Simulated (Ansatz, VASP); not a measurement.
**Pd in VASP and in Ansatz**

POSCAR

```
Pd
1.0
   -1.5538182445      1.5538182445      1.5538182445
    1.5538182445     -1.5538182445      1.5538182445
    1.5538182445      1.5538182445     -1.5538182445
Pd
1
Direct
    0.0000000000      0.0000000000      0.0000000000
```

File INCAR.step1:

```
PREC = Accurate
ENCUT = 600
ISMEAR = 0
SIGMA = 0.1
LREAL = False
LASPH = True
NELM = 60
GGA = PE
ALGO = Normal
EDIFF = 1E-4
LWAVE = True
LCHARG = False
```

INCAR.step2

```
PREC = Accurate
ENCUT = 600
EDIFF = 1E-6
ISMEAR = 0
SIGMA = 0.1
LREAL = False
LASPH = True
NELM = 60
ALGO = Normal
ISIF = 3
LWAVE = False
LCHARG = False
METAGGA = R2SCAN
LMIXTAU = True
IBRION = 2
NSW = 100
EDIFFG = -0.01
ISTART = 1
```

KPOINTS

```
Automatic mesh
0
Gamma
  24 24 24
```

Input for Ansatz:

```yaml
crystal:
  lattice:
    - [-1.5538182445, 1.5538182445, 1.5538182445]
    - [1.5538182445, -1.5538182445, 1.5538182445]
    - [1.5538182445, 1.5538182445, -1.5538182445]
  atoms:
    - { symbol: Pd, position: [0.0, 0.0, 0.0] }
basis:
  ecutwfc: 500
kpoints:
  mp_grid: { grid: [24, 24, 24] }
hamiltonian:
  xc: r2scan
scf:
  occupations: { method: gaussian, width: 0.1 }
output:
  forces: true
  stress: true
  eigenvalues: true
relax:
  adjacent_minimum: "off"
  f_tol: 0.01
  max_steps: 80
  cell: { stress_tol: 0.05 }
```

Alike in both runs: task relaxation of cell and atoms; functional r2SCAN; k mesh 24 × 24 × 24; occupations gaussian, width 0.1 eV; no spin polarisation.

|  | VASP | Ansatz |
| --- | --- | --- |
| version | VASP 6.6.1 | Ansatz 0.2.0 |
| potentials or method | VASP PAW PBE potentials, release 64 (Pd), cutoff 600 eV | scalar-relativistic, plane waves, PAW |
| valence electrons in the cell | 10 | 18 |

```csv
,VASP,Ansatz,Ansatz less VASP
"gap on the k mesh at the Fermi level, each at its own relaxed structure (eV)",none,none,-
relaxed volume (Å³/atom),15.09,15.04,-0.050
relaxed length of the cell vector where the two differ most in proportion (Å),2.696,2.693,-0.0030
```

VASP's potentials were made for PBE, not for r2SCAN. A gap of «none» marks a metal or a gap that the smearing closes. VASP's potentials hold 10 valence electrons a cell and Ansatz's 18, so a difference there can come from the potentials and not from the codes.
